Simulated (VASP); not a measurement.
# Be5Te2: relaxation of cell and atoms with PBE

The system is Be5Te2.

```
Be Te
1.0
     3.86004   -0.03839   -0.04480
    -1.96327    3.38432    0.10447
    -0.11364    0.24036    9.73227
Be Te
5 2
Direct
  0.99501 0.99416 0.00737
  0.67602 0.30745 0.99561
  0.31152 0.68156 0.97575
  0.76138 0.36110 0.45163
  0.33006 0.68868 0.58646
  0.27698 0.63982 0.30863
  0.64904 0.32723 0.67454
```

- Program: VASP 6.6.1
- Task: relaxation of cell and atoms
- Functional: PBE
- Potentials or basis: VASP PAW PBE potentials, release 64 (Be, Te)
- Cutoff: 600 eV
- k mesh: 6 × 6 × 2
- Occupations: gaussian, width 0.2 eV
- Spin: no spin polarisation
- Dipole correction: no
- Further INCAR settings: ALGO = Normal; EDIFF = 1e-06; IBRION = 2; EDIFFG = -0.025; NSW = 80; ISIF = 3

```json
{"Relaxed volume": "17.50 Å³/atom", "Relaxed cell": "a = 3.839 Å, b = 3.838 Å, c = 9.600 Å, α = 90.14°, β = 89.67°, γ = 120.01°", "Space group after relaxing (to 0.1 Å)": "C2/m (No. 12)", "Energy gained by relaxing": "201.4 meV/atom", "Ionic steps": "20", "Pressure after relaxing": "0.0 GPa", "Largest force after relaxing": "0.020 eV/Å", "Band gap on the k mesh": "zero (bands 11 and 12 overlap by 2.08 eV)"}
```

Forces in eV/Å, atoms in the order of the input:
```
Be   0.002 -0.001  0.013
Be  -0.003  0.004  0.019
Be   0.002  0.001  0.002
Be  -0.003  0.002 -0.007
Be   0.001  0.003  0.008
Te  -0.001 -0.004 -0.020
Te   0.003 -0.005 -0.015
```

Step by step:
| step | energy change (eV) | largest force (eV/Å) | pressure (GPa) | volume (Å³) |
| --- | --- | --- | --- | --- |
| 1 | 0.0000 | 2.8313 | 1.75 | 126.31 |
| 2 | -0.7872 | 1.6030 | -2.75 | 129.87 |
| 3 | -0.8752 | 1.4722 | -4.27 | 131.91 |
| 4 | -1.2163 | 0.9650 | -0.36 | 123.29 |
| 5 | -1.2174 | 0.9532 | -0.07 | 122.82 |
| 6 | -1.3268 | 0.4030 | 0.24 | 122.24 |
| 7 | -1.3404 | 0.3721 | 0.51 | 121.93 |
| 8 | -1.3667 | 0.2809 | 0.04 | 123.00 |
| 9 | -1.3748 | 0.2689 | -0.37 | 124.03 |
| 10 | -1.3897 | 0.1470 | 0.05 | 123.51 |
| 11 | -1.3917 | 0.1063 | 0.28 | 123.24 |
| 12 | -1.3973 | 0.1157 | -0.17 | 123.91 |
| 13 | -1.3973 | 0.1258 | -0.22 | 123.99 |
| 14 | -1.4016 | 0.1039 | -0.13 | 123.61 |
| 15 | -1.4048 | 0.1243 | 0.03 | 122.90 |
| 16 | -1.4080 | 0.0565 | 0.01 | 122.67 |
| 17 | -1.4085 | 0.0561 | 0.00 | 122.55 |
| 18 | -1.4092 | 0.0326 | 0.01 | 122.50 |
| 19 | -1.4092 | 0.0381 | 0.00 | 122.49 |
| 20 | -1.4096 | 0.0202 | 0.02 | 122.49 |

Final structure:
```
Be Te
1.0
     3.83935    0.00185    0.01268
    -1.92141    3.32241   -0.00465
     0.02400    0.00030    9.59993
Be Te
5 2
Direct
  0.99582 0.99413 0.99877
  0.66270 0.32760 0.98885
  0.32936 0.66100 0.00851
  0.67705 0.33534 0.41849
  0.32898 0.67311 0.58326
  0.34564 0.66875 0.31585
  0.66045 0.34008 0.68627
```

Levels at points of the mesh, in eV from the Fermi level:
```csv
k point,band 8,band 9,band 10,band 11,band 12,band 13,band 14,band 15
"(0.00, 0.00, 0.00)",-1.14,-1.12,0.96,1.86,1.87,1.88,1.89,2.00
"(0.50, 0.00, 0.00)",-3.33,-3.14,-2.58,-1.33,0.33,0.56,1.03,2.16
"(0.00, 0.50, 0.00)",-3.34,-3.10,-2.59,-1.33,0.33,0.55,1.02,2.14
"(0.50, 0.50, 0.00)",-3.33,-3.07,-2.58,-1.33,0.36,0.49,1.02,2.10
"(0.00, 0.00, 0.50)",-1.24,-1.16,-1.15,1.82,1.85,1.93,2.00,2.03
"(0.50, 0.00, 0.50)",-3.89,-3.12,-2.69,-1.18,0.95,1.26,1.52,2.06
"(0.00, 0.50, 0.50)",-3.90,-3.17,-2.70,-1.19,0.94,1.35,1.52,2.05
"(0.50, 0.50, 0.50)",-3.90,-3.25,-2.69,-1.18,0.93,1.48,1.53,2.06
```

It took 6.3 min on 1 thread of Intel(R) Xeon(R) 6975P-C (Granite Rapids), on a shared host, peak memory 0.34 GiB.

Caveat: spin-orbit coupling is left out, which moves the levels of the heavy elements.
